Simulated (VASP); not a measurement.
V, 1 atom in the cell. Symmetry: Im-3m, No. 229, cubic system. The conventional cell has a = 2.721 Å, b = 2.721 Å, c = 2.721 Å, α = 90.00°, β = 90.00°, γ = 90.00°. Within 3.1 Å of V (site symmetry m-3m) lie 14 V at 2.36 to 2.72 Å. 

| Property | Result |
| --- | --- |
| Program | VASP 6.6.1 |
| Task | single point |
| Functional | PBE |
| Potentials or basis | VASP PAW PBE potentials, release 64 (V_sv) |
| Cutoff | 520 eV |
| k mesh | 22 × 22 × 22 |
| Occupations | gaussian, width 0.1 eV |
| Spin | no spin polarisation |
| Dipole correction | no |
| Further INCAR settings | ALGO = Normal; EDIFF = 1e-06; NBANDS = 12 |

Potentials or basis: VASP PAW PBE potentials, release 64 (V_sv).

Command:

```sh
$ cat potpaw_PBE.64/V_sv/POTCAR > POTCAR
$ mpirun -np 1 vasp_std > vasp.out
```

Hardware: 1 thread of Intel(R) Xeon(R) Platinum 8488C (Sapphire Rapids), with other jobs on the host.

Question: Estimate the wall time of this run.

Answer: Run time: 19 s on 1 thread of Intel(R) Xeon(R) Platinum 8488C (Sapphire Rapids) (shared host), peak memory 0.14 GiB. Counts: scf iterations 11, k points 328.
